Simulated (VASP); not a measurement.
# As in VASP: further runs

The runs below take As through single point, relaxation of cell and atoms, with PBE.

Everything below comes from runs of VASP 6.6.1. Logs are shortened: lines on timing, memory, paths and dates and some standing lists are left out, and cuts for length are marked.

### 1 The cell of the first run

The structure is tetragonal, space group P4/mmm (No. 123). Conventional cell: a = 2.709 Å, b = 2.709 Å, c = 2.828 Å, α = 90.00°, β = 90.00°, γ = 90.00°. Within 3.6 Å of As (site symmetry 4/mmm) lie 6 As at 2.71 to 2.83 Å.

The cell was built from a structure type or drawn by symmetry, and may not be a known phase.

### 2 Single point, PBE

INCAR reads:

```
SYSTEM = As
PREC = Accurate
ENCUT = 520
EDIFF = 1E-6
ISMEAR = 0
SIGMA = 0.1
LREAL = .FALSE.
LASPH = .TRUE.
NELM = 100
ALGO = Normal
ISIF = 2
LWAVE = .FALSE.
LCHARG = .TRUE.
GGA = PE
LELF = .TRUE.
LVHAR = .TRUE.
NBANDS = 8
```

KPOINTS reads:

```
Automatic mesh
0
G
  6 6 8
  0 0 0
```

POSCAR reads:

```
As
1.0
    2.7086615381      0.0000000000      0.0000000000
    0.0000000000      2.7086615381      0.0000000000
    0.0000000000      0.0000000000      2.8276492593
As
1
Direct
    0.5000000000      0.5000000000      0.5000000000
```

Potentials or basis: VASP PAW PBE potentials, release 64 (As).

Command:

```console
cat potpaw_PBE.64/As/POTCAR > POTCAR
mpirun -np 1 vasp_std > vasp.out
```

OUTCAR:

```text
SYSTEM = As
   PREC = Accurate
   ENCUT = 520
   EDIFF = 1E-6
   ISMEAR = 0
   LREAL = .FALSE.
   LASPH = .TRUE.
   NELM = 100
   ISIF = 2
   GGA = PE

 ion  position               nearest neighbor table
   1  0.500  0.500  0.500-

  LATTYP: Found a simple tetragonal cell.
 ALAT       =     2.7086615381
 C/A-ratio  =     1.0439286044

  Lattice vectors:

 A1 = (   2.7086615381,   0.0000000000,   0.0000000000)
 A2 = (   0.0000000000,   2.7086615381,   0.0000000000)
 A3 = (   0.0000000000,   0.0000000000,   2.8276492593)

Analysis of symmetry for initial positions (statically):
=====================================================================
 Subroutine PRICEL returns:
 Original cell was already a primitive cell.

 Routine SETGRP: Setting up the symmetry group for a
 simple tetragonal supercell.

 Subroutine GETGRP returns: Found 16 space group operations
 (whereof 16 operations were pure point group operations)
 out of a pool of 16 trial point group operations.

The static configuration has the point symmetry D_4h.

Analysis of symmetry for dynamics (positions and initial velocities):
=====================================================================
 Subroutine PRICEL returns:
 Original cell was already a primitive cell.

 Routine SETGRP: Setting up the symmetry group for a
 simple tetragonal supercell.

 Subroutine GETGRP returns: Found 16 space group operations
 (whereof 16 operations were pure point group operations)
 out of a pool of 16 trial point group operations.

The dynamic configuration has the point symmetry D_4h.

 Subroutine INISYM returns: Found 16 space group operations
 (whereof 16 operations are pure point group operations),
 and found     1 'primitive' translations

----------------------------------------------------------------------------------------

                                     Primitive cell

  volume of cell :      20.7460

  direct lattice vectors                    reciprocal lattice vectors
     2.708661538  0.000000000  0.000000000     0.369186030  0.000000000  0.000000000
     0.000000000  2.708661538  0.000000000     0.000000000  0.369186030  0.000000000
     0.000000000  0.000000000  2.827649259     0.000000000  0.000000000  0.353650651

  length of vectors
     2.708661538  2.708661538  2.827649259     0.369186030  0.369186030  0.353650651

  position of ions in fractional coordinates (direct lattice)
     0.500000000  0.500000000  0.500000000

  ion indices of the primitive-cell ions
   primitive index   ion index
                 1           1

----------------------------------------------------------------------------------------

 KPOINTS: Automatic mesh

Automatic generation of k-mesh.
 Grid dimensions read from file:
 generate k-points for:    6    6    8

 Generating k-lattice:

  Cartesian coordinates                     Fractional coordinates (reciprocal lattice)
     0.061531005  0.000000000  0.000000000     0.166666667  0.000000000  0.000000000
     0.000000000  0.061531005  0.000000000     0.000000000  0.166666667  0.000000000
     0.000000000  0.000000000  0.044206331     0.000000000  0.000000000  0.125000000

  Length of vectors
     0.061531005  0.061531005  0.044206331

  Shift w.r.t. Gamma in fractional coordinates (k-lattice)
     0.000000000  0.000000000  0.000000000

 Subroutine IBZKPT returns following result:
 ===========================================

 Found     50 irreducible k-points:

 Following reciprocal coordinates:
            Coordinates               Weight
  0.000000  0.000000  0.000000      1.000000
  0.166667  0.000000  0.000000      4.000000
  0.333333  0.000000  0.000000      4.000000
  0.500000  0.000000  0.000000      2.000000
  0.166667  0.166667  0.000000      4.000000
  0.333333  0.166667  0.000000      8.000000
[... 16 lines left out ...]
  0.333333  0.000000  0.250000      8.000000
  0.500000  0.000000  0.250000      4.000000
 [... further k-points ...]
   k-points           NKPTS =     50   k-points in BZ     NKDIM =     50   number of bands    NBANDS=      8
   number of dos      NEDOS =    301   number of ions     NIONS =      1
   total plane-waves  NPLWV =   9600
   dimension x,y,z NGX =    20 NGY =   20 NGZ =   24
   dimension x,y,z NGXF=    40 NGYF=   40 NGZF=   48
   ions per type =               1
   NGX,Y,Z   is equivalent  to a cutoff of  12.28, 12.28, 14.11 a.u.
   NGXF,Y,Z  is equivalent  to a cutoff of  24.55, 24.55, 28.22 a.u.
 SYSTEM =  As
   PREC   = accura    normal or accurate (medium, high low for compatibility)
   ISTART =      0    job   : 0-new  1-cont  2-samecut
   ICHARG =      2    charge: 1-file 2-atom 10-const
   ISPIN  =      1    spin polarized calculation?
   LNONCOLLINEAR =      F non collinear calculations
   LSORBIT =      F    spin-orbit coupling
   LASPH  =      T    aspherical Exc in radial PAW
   ENCUT  =  520.0 eV  38.22 Ry    6.18 a.u.   5.04  5.04  5.26*2*pi/ulx,y,z
   NELM   =    100;   NELMIN=  2; NELMDL= -5     # of ELM steps
   EDIFF  = 0.1E-05   stopping-criterion for ELM
   LREAL  =      F    real-space projection
   EDIFFG = 0.1E-04   stopping-criterion for IOM
   NSW    =      0    number of steps for IOM
   IBRION =     -1    ionic relax: 0-MD 1-quasi-New 2-CG
   NFREE  =      0    steps in history (QN), initial steepest desc. (CG)
   ISIF   =      2    stress and relaxation
   ISYM   =      2    0-nonsym 1-usesym 2-fastsym
   POTIM  = 0.5000    time-step for ionic-motion
   TEBEG  =    0.0;   TEEND  =   0.0 temperature during run
   PSTRESS=    0.0 pullay stress
   NELECT =       5.0000    total number of electrons
   NUPDOWN=      -1.0000    fix difference up-down
   EMIN   =  10.00;   EMAX   =-10.00  energy-range for DOS
   EFERMI =   0.00;   METHOD = LEGACY
   ISMEAR =     0;   SIGMA  =   0.10  broadening in eV -4-tet -1-fermi 0-gaus
   EFERMI_NEDOS =   21; number of points for ismear=-14 and -15
   IALGO  =     38    algorithm
   IMIX   =      4    mixing-type and parameters
     AMIX     =   0.40;   BMIX     =  1.00
     AMIX_MAG =   1.60;   BMIX_MAG =  1.00
  volume/ion in A,a.u.               =      20.75       140.00
  Fermi-wavevector in a.u.,A,eV,Ry     =   1.018794  1.925242 14.122055  1.037942
  Thomas-Fermi vector in A             =   2.152272
   LORBIT       =      0    0 simple, 1 ext, 2 COOP (PROOUT), +10 PAW based schemes
   GGA     = PE    functional components
   LHFCALC =     F    Hartree Fock is set to
   AEXX    =    0.0000 exact exchange contribution
   IVDW    =     0    specifies the selected vdW correction
   LEPSILON=     F    determine dielectric tensor
   LRPA    =     F    only Hartree local field effects (RPA)
 non-spin polarized calculation
 Gauss-broadening in eV      SIGMA  =   0.10
  energy-cutoff  :      520.00
  volume of cell :       20.75
 maximum number of plane-waves:       574
   NGX = 11   NGY = 11   NGZ = 11

 number of electron       5.0000001 magnetization

 Free energy of the ion-electron system (eV)
  ---------------------------------------------------
  ext. energy  EPLUGINS =         0.00000000
  ---------------------------------------------------
  free energy    TOTEN  =        -4.60268881 eV

  energy without entropy =       -4.60039600  energy(sigma->0) =       -4.60154241

 E-fermi :   5.6665     XC(G=0): -10.2157

 val. band max:        5.6033979669   @ k =   0.3333   0.3333   0.5000
 cond. band min:       5.7024471338   @ k =   0.5000   0.3333   0.3750
 fundamental gap:      0.0990491669
 Fermi energy:         5.6665407230

 k-point     1 :       0.0000    0.0000    0.0000
  band No.  band energies     occupation
      1      -9.1688      2.00000
      2       8.4678      0.00000
      3       9.8331      0.00000
      4       9.8331      0.00000
      5      13.3193      0.00000
      6      14.1570      0.00000
      7      15.7940      0.00000
      8      29.3447      0.00000

 k-point     2 :       0.1667    0.0000    0.0000
  band No.  band energies     occupation
      1      -8.6622      2.00000
      2       5.7622      0.17632
      3       8.9089      0.00000
      4      10.2716      0.00000
      5      13.8467      0.00000
      6      15.4719      0.00000
      7      19.7454      0.00000
      8      24.8685      0.00000

 k-point     3 :       0.3333    0.0000    0.0000
  band No.  band energies     occupation
      1      -7.2544      2.00000
      2       1.1379      2.00000
      3      10.0162      0.00000
      4      11.3686      0.00000
      5      15.1720      0.00000
      6      16.9776      0.00000
      7      20.7462      0.00000
      8      22.1313      0.00000

 k-point     4 :       0.5000    0.0000    0.0000
  band No.  band energies     occupation
      1      -6.0142      2.00000
      2      -1.2155      2.00000
      3      10.7775      0.00000
      4      12.1186      0.00000
      5      16.3391      0.00000
      6      18.8512      0.00000
      7      18.9686      0.00000
      8      19.7292      0.00000

 k-point     5 :       0.1667    0.1667    0.0000
  band No.  band energies     occupation
      1      -8.1555      2.00000
      2       5.9770      0.00001
      3       6.5101      0.00000
      4       9.3481      0.00000
      5      14.4961      0.00000
      6      19.5940      0.00000
      7      19.8938      0.00000
      8      22.6237      0.00000

 k-point     6 :       0.3333    0.1667    0.0000
  band No.  band energies     occupation
      1      -6.7466      2.00000
      2       1.6113      2.00000
      3       7.4995      0.00000
      4      10.4486      0.00000
      5      15.6522      0.00000
      6      17.0094      0.00000
      7      21.1888      0.00000
      8      21.5879      0.00000

 k-point     7 :       0.5000    0.1667    0.0000
  band No.  band energies     occupation
      1      -5.5026      2.00000
      2      -0.7397      2.00000
      3       8.4365      0.00000
      4      11.2027      0.00000
      5      14.6271      0.00000
      6      17.6584      0.00000
      7      19.4296      0.00000
      8      20.1994      0.00000

 k-point     8 :       0.3333    0.3333    0.0000
  band No.  band energies     occupation
      1      -5.3286      2.00000
      2       2.6110      2.00000
      3       3.1858      2.00000
      4      11.5239      0.00000
      5      12.1973      0.00000
      6      17.6762      0.00000
      7      22.1249      0.00000
      8      22.7380      0.00000

 k-point     9 :       0.5000    0.3333    0.0000
  band No.  band energies     occupation
      1      -4.0571      2.00000
      2       0.5071      2.00000
      3       3.8886      2.00000
      4      10.1918      0.00000
      5      12.2505      0.00000
      6      19.2851      0.00000
      7      20.6907      0.00000
      8      21.6255      0.00000

 k-point    10 :       0.5000    0.5000    0.0000
  band No.  band energies     occupation
      1      -2.7075      2.00000
      2       1.4463      2.00000
      3       1.4463      2.00000
      4       8.1761      0.00000
      5      12.9465      0.00000
      6      21.0470      0.00000
      7      21.7493      0.00000
      8      21.7493      0.00000
[... 78 lines left out ...]
 k-point    18 :       0.3333    0.3333    0.1250
  band No.  band energies     occupation
      1      -5.0810      2.00000
      2       2.8292      2.00000
      3       3.4169      2.00000
      4       9.4451      0.00000
      5      12.4815      0.00000
      6      18.2648      0.00000
      7      19.3178      0.00000
      8      21.0997      0.00000

 k-point    19 :       0.5000    0.3333    0.1250
  band No.  band energies     occupation
      1      -3.8068      2.00000
      2       0.7326      2.00000
      3       4.1052      2.00000
      4      10.3540      0.00000
      5      10.4349      0.00000
      6      17.0657      0.00000
      7      19.8298      0.00000
      8      22.2340      0.00000

 k-point    20 :       0.5000    0.5000    0.1250
  band No.  band energies     occupation
      1      -2.4517      2.00000
      2       1.6645      2.00000
      3       1.6645      2.00000
      4       8.4359      0.00000
      5      11.1774      0.00000
      6      18.2638      0.00000
      7      18.2638      0.00000
      8      22.7847      0.00000

 k-point    21 :       0.0000    0.0000    0.2500
  band No.  band energies     occupation
      1      -8.2181      2.00000
      2       2.7459      2.00000
      3      10.6047      0.00000
      4      10.6047      0.00000
      5      15.0101      0.00000
      6      16.6016      0.00000
      7      20.8347      0.00000
      8      23.5548      0.00000

 k-point    22 :       0.1667    0.0000    0.2500
  band No.  band energies     occupation
      1      -7.7114      2.00000
      2       3.2195      2.00000
      3       6.6430      0.00000
      4      11.0382      0.00000
      5      16.1538      0.00000
      6      17.9639      0.00000
      7      20.8868      0.00000
      8      22.2255      0.00000

 k-point    23 :       0.3333    0.0000    0.2500
  band No.  band energies     occupation
      1      -6.3009      2.00000
      2       2.0122      2.00000
      3       4.5251      2.00000
      4      12.1176      0.00000
      5      13.6170      0.00000
      6      17.8966      0.00000
      7      22.9356      0.00000
      8      22.9542      0.00000

 k-point    24 :       0.5000    0.0000    0.2500
  band No.  band energies     occupation
      1      -5.0507      2.00000
      2      -0.3359      2.00000
      3       5.5053      1.97741
      4      11.6242      0.00000
      5      12.8485      0.00000
      6      19.3536      0.00000
      7      21.2415      0.00000
      8      21.9325      0.00000

 [... further k-points ...]

------------------------ aborting loop because EDIFF is reached ----------------------------------------

  FORCE on cell =-STRESS in cart. coord.  units (eV):
  Direction    XX          YY          ZZ          XY          YZ          ZX
  --------------------------------------------------------------------------------------
  -------------------------------------------------------------------------------------
  Total        0.0215353      0.0215353      0.0207847      0.0000000     -0.0000000      0.0000000
  in kB        1.6631342      1.6631342      1.6051657      0.0000000     -0.0000000      0.0000000
  external PRESSURE =       1.6438113 kB  Pullay stress =       0.0000000 kB

 VOLUME and BASIS-vectors are now :
 -----------------------------------------------------------------------------
  energy-cutoff  :      520.00
  volume of cell :       20.75
      direct lattice vectors                 reciprocal lattice vectors
     2.708661538  0.000000000  0.000000000     0.369186030  0.000000000  0.000000000
     0.000000000  2.708661538  0.000000000     0.000000000  0.369186030  0.000000000
     0.000000000  0.000000000  2.827649259     0.000000000  0.000000000  0.353650651

 POSITION                                       TOTAL-FORCE (eV/Angst)
 -----------------------------------------------------------------------------------
      1.35433      1.35433      1.41382         0.000000      0.000000      0.000000
 -----------------------------------------------------------------------------------
    total drift:                                0.000000      0.000000     -0.000000

  FREE ENERGIE OF THE ION-ELECTRON SYSTEM (eV)
  ---------------------------------------------------
  free  energy   TOTEN  =        -4.6026888097 eV

  energy  without entropy=       -4.6003960024  energy(sigma->0) =       -4.60154241
```

Wall time 6 s (1 thread of Intel Xeon 8259CL, shared host); peak memory 0.13 GiB.

Results:

* Free energy: -4.6027 eV
* Pressure: 0.2 GPa
* Band gap on the k mesh: zero (an odd number of electrons rules out a gap without spin polarisation)

Caveat: the k points lie up to 0.39 Å⁻¹ apart, too coarse for converged energies and pressures of a metal.

### 3 Single point, PBE

This run uses another cell than the first one, of 20.36 Å³/atom.

INCAR: that of step 2 with these lines changed.

```diff
@@ -8,3 +8,3 @@
 LASPH = .TRUE.
-NELM = 100
+NELM = 60
 ALGO = Normal
```

KPOINTS reads:

```
Automatic mesh
0
G
  20 20 20
  0 0 0
```

POSCAR reads:

```
As
1.0
    2.7304776846      0.0000000000      0.0000000000
    0.0000000000      2.7304776846      0.0000000000
    0.0000000000      0.0000000000      2.7305116133
As
1
Direct
    0.5000000000      0.5000000000      0.5000000000
```

Potentials or basis: VASP PAW PBE potentials, release 64 (As).

Command:

```console
cat potpaw_PBE.64/As/POTCAR > POTCAR
mpirun -np 1 vasp_std > vasp.out
```

Run time: 97 s. Hardware: 1 thread of Intel Xeon 8259CL, shared host; peak memory 0.22 GiB.

The run converged. Its results:

```
Free energy            : -4.5608 eV
Pressure               : 0.1 GPa
Band gap on the k mesh : zero (an odd number of electrons rules out a gap without spin polarisation)
```

Levels at points of the mesh, in eV from the Fermi level:
```
           k point  band 1  band 2  band 3  band 4  band 5  band 6
(0.00, 0.00, 0.00)  -14.77    3.98    3.98    3.98    8.41    8.41
(0.50, 0.00, 0.00)  -11.76   -6.76    6.18    6.18   11.02   13.89
(0.50, 0.50, 0.00)   -8.63   -4.18   -4.18    2.58    8.23   16.07
(0.00, 0.00, 0.50)  -11.76   -6.76    6.18    6.18   11.02   13.89
(0.50, 0.00, 0.50)   -8.63   -4.18   -4.18    2.58    8.23   16.07
(0.50, 0.50, 0.50)   -5.20   -1.83   -1.83   -1.83    5.93    5.93
```

### 4 Relaxation of cell and atoms, PBE

INCAR reads:

```
ALGO = Normal ; EDIFF = 1E-6
EDIFFG = -0.01 ; ENCUT = 600
GGA = PE ; IBRION = 2
ISIF = 3 ; ISMEAR = 0
LASPH = T ; LCHARG = F
LREAL = F ; LWAVE = F
NELM = 60 ; NSW = 100
PREC = Accurate ; SIGMA = 0.1
```

KPOINTS reads:

```
k-points
0
Gamma
  20 20 20
```

POSCAR reads:

```
As
1.0
    2.7086615381      0.0000000000      0.0000000000
    0.0000000000      2.7086615381      0.0000000000
    0.0000000000      0.0000000000      2.8276492593
As
1
Direct
    0.5000000000      0.5000000000      0.5000000000
```

Command:

```console
cat potpaw_PBE.64/As/POTCAR > POTCAR
mpirun -np 1 vasp_std > vasp.out
```

Run time: 3.8 min. Hardware: 1 thread of Intel Xeon 8259CL, shared host; peak memory 0.25 GiB.

Results (log left out):

- Free energy: -4.5609 eV
- Relaxed volume: 20.39 Å³/atom
- Relaxed cell: a = 2.732 Å, b = 2.732 Å, c = 2.732 Å, α = 90.00°, β = 90.00°, γ = 90.00°
- Space group after relaxing (to 0.1 Å): Pm-3m (No. 221)
- Energy gained by relaxing: 15.3 meV/atom
- Ionic steps: 8
- Pressure after relaxing: 0.0 GPa
- Band gap on the k mesh: zero (an odd number of electrons rules out a gap without spin polarisation)

Step by step:
| step | energy change (eV) | largest force (eV/Å) | pressure (GPa) | volume (Å³) |
| --- | --- | --- | --- | --- |
| 1 | 0.0000 | 0.0000 | -1.03 | 20.75 |
| 2 | -0.0151 | 0.0000 | 0.23 | 20.33 |
| 3 | -0.0153 | 0.0000 | 0.09 | 20.37 |
| 4 | -0.0153 | 0.0000 | 0.06 | 20.38 |
| 5 | -0.0153 | 0.0000 | -0.05 | 20.41 |
| 6 | -0.0153 | 0.0000 | -0.05 | 20.40 |
| 7 | -0.0153 | 0.0000 | -0.02 | 20.40 |
| 8 | -0.0153 | 0.0000 | 0.02 | 20.39 |

Final structure:
```cif
data_structure
_symmetry_space_group_name_H-M 'P 1'
_symmetry_Int_Tables_number 1
_cell_length_a 2.7319
_cell_length_b 2.7319
_cell_length_c 2.7320
_cell_angle_alpha 90.000
_cell_angle_beta 90.000
_cell_angle_gamma 90.000
_cell_volume 20.39
loop_
_atom_site_label
_atom_site_type_symbol
_atom_site_fract_x
_atom_site_fract_y
_atom_site_fract_z
_atom_site_occupancy
As1 As 0.50000 0.50000 0.50000 1
```

Levels at points of the mesh, in eV from the Fermi level:
| k point | band 1 | band 2 | band 3 | band 4 | band 5 | band 6 |
| --- | --- | --- | --- | --- | --- | --- |
| (0.00, 0.00, 0.00) | -14.76 | 3.98 | 3.98 | 3.98 | 8.41 | 8.41 |
| (0.50, 0.00, 0.00) | -11.75 | -6.74 | 6.16 | 6.17 | 11.02 | 13.88 |
| (0.50, 0.50, 0.00) | -8.63 | -4.17 | -4.17 | 2.59 | 8.22 | 16.05 |
| (0.00, 0.00, 0.50) | -11.75 | -6.74 | 6.17 | 6.17 | 11.02 | 13.88 |
| (0.50, 0.00, 0.50) | -8.63 | -4.17 | -4.17 | 2.59 | 8.22 | 16.05 |
| (0.50, 0.50, 0.50) | -5.21 | -1.82 | -1.82 | -1.82 | 5.94 | 5.94 |

### 5 Overview

```tsv
task	cell	k mesh	cutoff (eV)	gap on the mesh (eV)	pressure (GPa)
single point	a = 2.709, b = 2.709, c = 2.828 Å, 1 atom	6 × 6 × 8	520	none	0.2
single point	a = 2.730 Å, 1 atom	20 × 20 × 20	520	none	0.1
relaxation of cell and atoms	relaxed from a = 2.709, b = 2.709, c = 2.828 Å, 1 atom	20 × 20 × 20	600	none	0.0
```

Alike in all rows: level PBE; potentials or basis VASP PAW PBE potentials, release 64 (As); no spin polarisation; smearing gaussian 0.1 eV.

Caveats: some runs use coarse meshes.

Absolute energies hang on the potentials; compare differences alone.
